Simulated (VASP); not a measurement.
Write the native input for VASP 6.6.1 that does the following.

* Task: single point
* Functional: r2SCAN
* Potentials or basis: VASP PAW PBE potentials, release 64 (Zr_sv)
* Cutoff: 520 eV
* k mesh: 11 × 11 × 6
* Occupations: methfessel-paxton, width 0.3 eV
* Spin: no spin polarisation
* Dipole correction: no
* Further INCAR settings: ALGO = Normal; EDIFF = 1e-06; NBANDS = 19

Zr:

```
CELL_PARAMETERS angstrom
3.24458 0.00000 0.00000
-1.62229 2.80989 0.00000
0.00000 0.00000 5.15736
ATOMIC_POSITIONS crystal
Zr 0.33333 0.66667 0.25000
Zr 0.66667 0.33333 0.75000
```

One way to write it, as run:

POSCAR

```
Zr
1.0
    3.2445832200      0.0000000000      0.0000000000
   -1.6222916100      2.8098914932      0.0000000000
    0.0000000000      0.0000000000      5.1573641137
Zr
2
Direct
    0.3333333333      0.6666666667      0.2500000000
    0.6666666667      0.3333333333      0.7500000000
```

INCAR.step1

```
PREC = Accurate
ENCUT = 520
ISMEAR = 1
SIGMA = 0.3
LREAL = F
LASPH = T
NELM = 100
NBANDS = 19
GGA = PE
ALGO = Normal
EDIFF = 1E-4
LWAVE = T
LCHARG = F
```

INCAR.step2

```
PREC = Accurate
ENCUT = 520
EDIFF = 1E-6
ISMEAR = 1
SIGMA = 0.3
LREAL = F
LASPH = T
NELM = 100
ALGO = Normal
ISIF = 2
LWAVE = F
LCHARG = T
METAGGA = R2SCAN
LMIXTAU = T
LELF = T
LVHAR = T
NBANDS = 19
ISTART = 1
```

KPOINTS

```
regular mesh
0
Gamma
  11 11 6
```

Potentials or basis: VASP PAW PBE potentials, release 64 (Zr_sv).

Run with:

```sh
$ cat potpaw_PBE.64/Zr_sv/POTCAR > POTCAR
$ cp INCAR.step1 INCAR
$ mpirun -np 1 vasp_std > vasp.out
$ cp INCAR.step2 INCAR
$ mpirun -np 1 vasp_std > vasp.out
```

Results of the run:

| Quantity | Value |
| --- | --- |
| Pressure | -0.1 GPa |
| Band gap on the k mesh | zero (band 12 reaches 9.91 eV, above the bottom of band 13 at 8.76 eV) |

Caveat: the PAW data sets were made with another functional, which shifts forces and pressure a little.

Wall time 5.4 min on 1 thread of AMD EPYC 7R43 64-Core Processor (Zen 3), with other jobs on the host, peak memory 0.15 GiB.
